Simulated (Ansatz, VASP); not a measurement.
## Re: VASP beside Ansatz

INCAR

```
SYSTEM = Re
PREC = Accurate
ENCUT = 600
EDIFF = 1E-6
ISMEAR = -1
SIGMA = 0.05
LREAL = .False.
LASPH = .True.
NELM = 150
ALGO = Normal
ISIF = 3
LWAVE = .False.
LCHARG = .False.
LNONCOLLINEAR = .True.
MAGMOM = 0 0 0
LORBIT = 11
LSORBIT = .True.
GGA_COMPAT = .False.
LORBMOM = .True.
LMAXMIX = 4
GGA = PE
IBRION = 2
NSW = 60
EDIFFG = -0.005
```

Contents of KPOINTS:

```
regular mesh
0
Gamma
  18 18 18
  0 0 0
```

Contents of POSCAR:

```
Re
1.0
    0.0000000000      1.9554744261      1.9554744261
    1.9554744261      0.0000000000      1.9554744261
    1.9554744261      1.9554744261      0.0000000000
Re
1
Direct
    0.0000000000      0.0000000000      0.0000000000
```

Input for Ansatz:

```yaml
crystal:
  lattice:
    - [0.0, 1.9554744261, 1.9554744261]
    - [1.9554744261, 0.0, 1.9554744261]
    - [1.9554744261, 1.9554744261, 0.0]
  atoms:
    - { symbol: Re, position: [0.0, 0.0, 0.0] }
kpoints:
  mp_grid: { grid: [18, 18, 18] }
scf:
  occupations: { method: fermi_dirac, width: 0.05 }
hamiltonian:
  xc: pbe
  pseudopotentials: { kind: paw_fr }
output:
  forces: true
  stress: true
relax:
  f_tol: 0.005
  max_steps: 40
  cell: {}
magnetization:
  noncollinear: true
  spin_orbit: true
```

Alike in both runs: task relaxation of cell and atoms; functional PBE; k mesh 18 × 18 × 18; occupations fermi-dirac, width 0.05 eV; non-collinear spin, spin-orbit coupling.

|  | VASP | Ansatz |
| --- | --- | --- |
| version | VASP 6.6.1 | Ansatz 0.2.0 |
| potentials or method | VASP PAW PBE potentials, release 64 (Re) | PAW with Ansatz's default frozen-core files, fully relativistic files with spin-orbit coupling |
| plane-wave cutoff (eV) | 600 | 420 |
| valence electrons in the cell | 7 | 15 |

```csv
,VASP,Ansatz,Ansatz less VASP
relaxed volume (Å³/atom),15.01,15.03,+0.014
relaxed length of the cell vector where the two differ most in proportion (Å),2.769,2.770,+0.0009
```

VASP's potentials hold 7 valence electrons a cell and Ansatz's 15, so a difference there can come from the potentials and not from the codes.
